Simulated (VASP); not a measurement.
# FeO (R-3m) in VASP: notebook

FeO is run at these levels: PBE; tasks: single point.

Everything below comes from runs of VASP 6.6.1. Logs are shortened: lines on timing, memory, paths and dates and some standing lists are left out, and cuts for length are marked.

## (1) The cell of the first run

It takes space group R-3m (No. 166, trigonal). Conventional cell: a = 2.994 Å, b = 2.994 Å, c = 7.445 Å, α = 90.00°, β = 90.00°, γ = 120.00°. Within 2.8 Å of Fe (site symmetry -3m) lie 6 O at 2.13 Å. O (site symmetry -3m) has 6 Fe at 2.13 Å within 2.8 Å.

## (2) Single point, PBE, collinear spin, ferromagnetic start

The input, INCAR:

```
PREC = Accurate
ENCUT = 700
EDIFF = 1E-6
ISMEAR = -1
SIGMA = 0.05
LREAL = F
LASPH = T
NELM = 200
ALGO = Normal
ISIF = 2
LWAVE = F
LCHARG = F
ISPIN = 2
MAGMOM = 3 0
LORBIT = 11
LMAXMIX = 4
GGA = PE
NBANDS = 22
GGA_COMPAT = F
```

The input, KPOINTS:

```
regular mesh
0
Gamma
  11 11 11
```

The input, POSCAR:

```
FeO
1.0
    1.4971703779      0.8643917259      2.4817931879
   -1.4971703779      0.8643917259      2.4817931879
    0.0000000000     -1.7287834419      2.4817931879
Fe O
1 1
Direct
    0.0000000000      0.0000000000      0.0000000000
    0.5000000000      0.5000000000      0.5000000000
```

Potentials or basis: VASP PAW PBE potentials, release 64 (Fe_sv, O).

Started as:

```console
cat potpaw_PBE.64/Fe_sv/POTCAR potpaw_PBE.64/O/POTCAR > POTCAR
mpirun -np 1 vasp_std > vasp.out
```

OUTCAR:

```text
PREC = Accurate
   ENCUT = 700
   EDIFF = 1E-6
   ISMEAR = -1
   LREAL = F
   LASPH = T
   NELM = 200
   ISIF = 2
   ISPIN = 2
   LORBIT = 11
   GGA = PE

 ion  position               nearest neighbor table
   1  0.000  0.000  0.000-   2 2.13   2 2.13   2 2.13   2 2.13   2 2.13   2 2.13
   2  0.500  0.500  0.500-   1 2.13   1 2.13   1 2.13   1 2.13   1 2.13   1 2.13

  LATTYP: Found a trigonal (rhomboedric) cell.
 ALAT       =     3.0245643693
 COS(alpha) =     0.5099427872

  Lattice vectors:

 A1 = (   1.4971703779,   0.8643917259,   2.4817931879)
 A2 = (  -1.4971703779,   0.8643917259,   2.4817931879)
 A3 = (   0.0000000000,  -1.7287834419,   2.4817931879)

Analysis of symmetry for initial positions (statically):
=====================================================================
 Subroutine PRICEL returns:
 Original cell was already a primitive cell.

 Routine SETGRP: Setting up the symmetry group for a
 trigonal (rhombohedral) supercell.

 Subroutine GETGRP returns: Found 12 space group operations
 (whereof 12 operations were pure point group operations)
 out of a pool of 12 trial point group operations.

The static configuration has the point symmetry D_3d.

Analysis of symmetry for dynamics (positions and initial velocities):
=====================================================================
 Subroutine PRICEL returns:
 Original cell was already a primitive cell.

 Routine SETGRP: Setting up the symmetry group for a
 trigonal (rhombohedral) supercell.

 Subroutine GETGRP returns: Found 12 space group operations
 (whereof 12 operations were pure point group operations)
 out of a pool of 12 trial point group operations.

The dynamic configuration has the point symmetry D_3d.

Analysis of structural, dynamic, and magnetic symmetry:
=====================================================================
 Subroutine PRICEL returns:
 Original cell was already a primitive cell.

 Routine SETGRP: Setting up the symmetry group for a
 trigonal (rhombohedral) supercell.

 Subroutine GETGRP returns: Found 12 space group operations
 (whereof 12 operations were pure point group operations)
 out of a pool of 12 trial point group operations.

The overall configuration has the point symmetry D_3d.

 Subroutine INISYM returns: Found 12 space group operations
 (whereof 12 operations are pure point group operations),
 and found     1 'primitive' translations

----------------------------------------------------------------------------------------

                                     Primitive cell

  volume of cell :      19.2708

  direct lattice vectors                    reciprocal lattice vectors
     1.497170378  0.864391726  2.481793188     0.333963327  0.192813816  0.134311487
    -1.497170378  0.864391726  2.481793188    -0.333963327  0.192813816  0.134311487
     0.000000000 -1.728783442  2.481793188     0.000000000 -0.385627632  0.134311487

  length of vectors
     3.024564369  3.024564369  3.024564368     0.408348193  0.408348193  0.408348193

  position of ions in fractional coordinates (direct lattice)
     0.000000000  0.000000000  0.000000000
     0.500000000  0.500000000  0.500000000

  ion indices of the primitive-cell ions
   primitive index   ion index
                 1           1
                 2           2

----------------------------------------------------------------------------------------

 KPOINTS: regular mesh

Automatic generation of k-mesh.
 Grid dimensions read from file:
 generate k-points for:   11   11   11

 Generating k-lattice:

  Cartesian coordinates                     Fractional coordinates (reciprocal lattice)
     0.030360302  0.017528529  0.012210135     0.090909091  0.000000000  0.000000000
    -0.030360302  0.017528529  0.012210135     0.000000000  0.090909091  0.000000000
     0.000000000 -0.035057057  0.012210135     0.000000000  0.000000000  0.090909091

  Length of vectors
     0.037122563  0.037122563  0.037122563

  Shift w.r.t. Gamma in fractional coordinates (k-lattice)
     0.000000000  0.000000000  0.000000000

 Subroutine IBZKPT returns following result:
 ===========================================

 Found    146 irreducible k-points:

 Following reciprocal coordinates:
            Coordinates               Weight
  0.000000  0.000000  0.000000      1.000000
  0.090909  0.000000  0.000000      6.000000
  0.181818  0.000000  0.000000      6.000000
  0.272727  0.000000  0.000000      6.000000
  0.363636  0.000000  0.000000      6.000000
  0.454545  0.000000  0.000000      6.000000
[... 16 lines left out ...]
 -0.272727  0.181818  0.000000     12.000000
 -0.181818  0.181818  0.000000      6.000000
 [... further k-points ...]
   k-points           NKPTS =    146   k-points in BZ     NKDIM =    146   number of bands    NBANDS=     22
   number of dos      NEDOS =    301   number of ions     NIONS =      2
   total plane-waves  NPLWV =  21952
   dimension x,y,z NGX =    28 NGY =   28 NGZ =   28
   dimension x,y,z NGXF=    56 NGYF=   56 NGZF=   56
   ions per type =               1   1
   NGX,Y,Z   is equivalent  to a cutoff of  15.39, 15.39, 15.39 a.u.
   NGXF,Y,Z  is equivalent  to a cutoff of  30.78, 30.78, 30.78 a.u.
 SYSTEM =  unknown system
   PREC   = accura    normal or accurate (medium, high low for compatibility)
   ISTART =      0    job   : 0-new  1-cont  2-samecut
   ICHARG =      2    charge: 1-file 2-atom 10-const
   ISPIN  =      2    spin polarized calculation?
   LNONCOLLINEAR =      F non collinear calculations
   LSORBIT =      F    spin-orbit coupling
   LASPH  =      T    aspherical Exc in radial PAW
   ENCUT  =  700.0 eV  51.45 Ry    7.17 a.u.   6.52  6.52  6.52*2*pi/ulx,y,z
   NELM   =    200;   NELMIN=  2; NELMDL= -5     # of ELM steps
   EDIFF  = 0.1E-05   stopping-criterion for ELM
   LREAL  =      F    real-space projection
   EDIFFG = 0.1E-04   stopping-criterion for IOM
   NSW    =      0    number of steps for IOM
   IBRION =     -1    ionic relax: 0-MD 1-quasi-New 2-CG
   NFREE  =      0    steps in history (QN), initial steepest desc. (CG)
   ISIF   =      2    stress and relaxation
   ISYM   =      2    0-nonsym 1-usesym 2-fastsym
   POTIM  = 0.5000    time-step for ionic-motion
   TEBEG  =    0.0;   TEEND  =   0.0 temperature during run
   PSTRESS=    0.0 pullay stress
   NELECT =      22.0000    total number of electrons
   NUPDOWN=      -1.0000    fix difference up-down
   EMIN   =  10.00;   EMAX   =-10.00  energy-range for DOS
   EFERMI =   0.00;   METHOD = LEGACY
   ISMEAR =    -1;   SIGMA  =   0.05  broadening in eV -4-tet -1-fermi 0-gaus
   EFERMI_NEDOS =   21; number of points for ismear=-14 and -15
   IALGO  =     38    algorithm
   IMIX   =      4    mixing-type and parameters
     AMIX     =   0.40;   BMIX     =  1.00
     AMIX_MAG =   1.60;   BMIX_MAG =  1.00
  volume/ion in A,a.u.               =       9.64        65.02
  Fermi-wavevector in a.u.,A,eV,Ry     =   1.710998  3.233317 39.831248  2.927514
  Thomas-Fermi vector in A             =   2.789194
   LORBIT       =     11    0 simple, 1 ext, 2 COOP (PROOUT), +10 PAW based schemes
   GGA     = PE    functional components
   LHFCALC =     F    Hartree Fock is set to
   AEXX    =    0.0000 exact exchange contribution
   IVDW    =     0    specifies the selected vdW correction
   LEPSILON=     F    determine dielectric tensor
   LRPA    =     F    only Hartree local field effects (RPA)
 spin polarized calculation
  energy-cutoff  :      700.00
  volume of cell :       19.27
 maximum number of plane-waves:       845
 NGX is ok and might be reduce to    28
   NGX = 13   NGY = 13   NGZ = 13

 number of electron      22.0000009 magnetization       3.9996833

 Free energy of the ion-electron system (eV)
  ---------------------------------------------------
  ext. energy  EPLUGINS =         0.00000000
  ---------------------------------------------------
  free energy    TOTEN  =       -15.02963538 eV

  energy without entropy =      -15.01871320  energy(sigma->0) =      -15.02417429

 E-fermi :  10.3674     XC(G=0): -12.7539

 val. band max:       10.3633035426   @ k =  -0.4545   0.1818   0.0000
 cond. band min:      10.3687297490   @ k =   0.2727   0.0909   0.0909
 fundamental gap:      0.0054262064
 Fermi energy:        10.3673720920

 spin component 1

 k-point     1 :       0.0000    0.0000    0.0000
  band No.  band energies     occupation
      1     -79.5318      1.00000
      2     -45.5673      1.00000
      3     -45.5532      1.00000
      4     -45.5532      1.00000
      5     -10.7333      1.00000
      6       6.2923      1.00000
[... 14 lines left out ...]
     21      31.7534      0.00000
     22      34.5047      0.00000
[... 552 lines left out ...]
  band No.  band energies     occupation
      1     -79.5272      1.00000
      2     -45.5887      1.00000
      3     -45.5757      1.00000
      4     -45.5627      1.00000
      5      -9.9667      1.00000
      6       2.8113      1.00000
[... 14 lines left out ...]
     21      37.4905      0.00000
     22      39.1417      0.00000

 [... further k-points ...]

 spin component 2

 k-point     1 :       0.0000    0.0000    0.0000
  band No.  band energies     occupation
      1     -75.3700      1.00000
      2     -41.4899      1.00000
      3     -41.4899      1.00000
      4     -41.4893      1.00000
      5     -10.1945      1.00000
      6       6.8554      1.00000
[... 14 lines left out ...]
     21      33.3669      0.00000
     22      35.6569      0.00000
[... 552 lines left out ...]
  band No.  band energies     occupation
      1     -75.3647      1.00000
      2     -41.5343      1.00000
      3     -41.5074      1.00000
      4     -41.4937      1.00000
      5      -9.4108      1.00000
      6       3.6870      1.00000
[... 14 lines left out ...]
     21      38.3284      0.00000
     22      39.8953      0.00000

 [... further k-points ...]

------------------------ aborting loop because EDIFF is reached ----------------------------------------

  FORCE on cell =-STRESS in cart. coord.  units (eV):
  Direction    XX          YY          ZZ          XY          YZ          ZX
  --------------------------------------------------------------------------------------
  -------------------------------------------------------------------------------------
  Total        0.7919976      0.7919976      0.6947683      0.0000000      0.0000000      0.0000000
  in kB       65.8469715     65.8469718     57.7632868      0.0000000      0.0000001      0.0000000
  external PRESSURE =      63.1524100 kB  Pullay stress =       0.0000000 kB

 VOLUME and BASIS-vectors are now :
 -----------------------------------------------------------------------------
  energy-cutoff  :      700.00
  volume of cell :       19.27
      direct lattice vectors                 reciprocal lattice vectors
     1.497170378  0.864391726  2.481793188     0.333963327  0.192813816  0.134311487
    -1.497170378  0.864391726  2.481793188    -0.333963327  0.192813816  0.134311487
     0.000000000 -1.728783442  2.481793188     0.000000000 -0.385627632  0.134311487

 POSITION                                       TOTAL-FORCE (eV/Angst)
 -----------------------------------------------------------------------------------
      0.00000      0.00000      0.00000         0.000000     -0.000000      0.000000
      0.00000      0.00000      3.72269        -0.000000      0.000000     -0.000000
 -----------------------------------------------------------------------------------
    total drift:                                0.000000      0.000000      0.000000

  FREE ENERGIE OF THE ION-ELECTRON SYSTEM (eV)
  ---------------------------------------------------
  free  energy   TOTEN  =       -15.0296353828 eV

  energy  without entropy=      -15.0187131999  energy(sigma->0) =      -15.02417429

 total charge

# of ion       s       p       d       tot
------------------------------------------
    1        2.106   6.003   5.524  13.633
    2        1.552   3.463   0.000   5.015
--------------------------------------------------
tot          3.658   9.466   5.524  18.648

 magnetization (x)

# of ion       s       p       d       tot
------------------------------------------
    1        0.015   0.011   3.448   3.475
    2        0.032   0.273   0.000   0.304
--------------------------------------------------
tot          0.047   0.283   3.448   3.779
```

Wall time 84 s (1 thread of Intel Xeon 6975P-C (Granite Rapids), shared host); peak memory 0.27 GiB.

What came out:

| Property | Result |
| --- | --- |
| Free energy | -15.0296 eV |
| Pressure | 6.3 GPa |
| Band gap on the k mesh | zero (filled and empty bands overlap) |
| Net moment | 4.00 μB per cell |
| Site moments | Fe +3.48; O +0.30 μB |
| Valence electrons inside the program's atomic spheres | Fe 13.63; O 5.01 |

Caveat: the cell stands under pressure; a cell with one magnetic atom can't hold antiferromagnetic order, which such compounds often take; semilocal functionals often make such compounds metallic where correlation or magnetic order opens a gap, which also shifts bond lengths.

## (3) Single point, PBE, collinear spin, ferromagnetic start

This run uses another cell than the first one, of 10.04 Å³/atom.

The input, INCAR:

```
SYSTEM = FeO
ALGO = Normal
EDIFF = 1E-6
ENCUT = 700
GGA = PE
GGA_COMPAT = .FALSE.
ISIF = 2
ISMEAR = -1
ISPIN = 2
LASPH = .TRUE.
LCHARG = .FALSE.
LMAXMIX = 4
LORBIT = 11
LREAL = .FALSE.
LWAVE = .FALSE.
MAGMOM = 2.2 0
NBANDS = 22
NELM = 200
NUPDOWN = 2.2
PREC = Accurate
SIGMA = 0.05
```

The input, KPOINTS:

```
k-points
0
G
  9 9 9
  0 0 0
```

The input, POSCAR:

```
FeO
1.0
    1.5176821100      0.8762341800      2.5157945800
   -1.5176821100      0.8762341800      2.5157945800
    0.0000000000     -1.7524683500      2.5157945800
Fe O
1 1
Direct
    0.0000000000      0.0000000000      0.0000000000
    0.5000000000      0.5000000000      0.5000000000
```

Potentials or basis: VASP PAW PBE potentials, release 64 (Fe_sv, O).

Started as:

```console
cat potpaw_PBE.64/Fe_sv/POTCAR potpaw_PBE.64/O/POTCAR > POTCAR
mpirun -np 1 vasp_std > vasp.out
```

It took 3.2 min on 1 thread of Intel Xeon Platinum 8259CL at 2.50GHz (Skylake/Cascade Lake), shared host; peak memory 0.23 GiB.

It converged, with:

```
Free energy                                           : -14.3125 eV
Pressure                                              : -18.8 GPa
Net moment                                            : 2.20 μB per cell
Site moments                                          : Fe +2.08; O -0.01 μB
Valence electrons inside the program's atomic spheres : Fe 13.69; O 4.94
```

Stress tensor (GPa, compression positive):
```
-19.30   0.00   0.00
  0.00 -19.30   0.00
  0.00   0.00 -17.71
```

Caveat: the cell stands under tension; the total moment is fixed, so each spin has its own Fermi level and the state may be an excited one; a cell with one magnetic atom can't hold antiferromagnetic order, which such compounds often take.
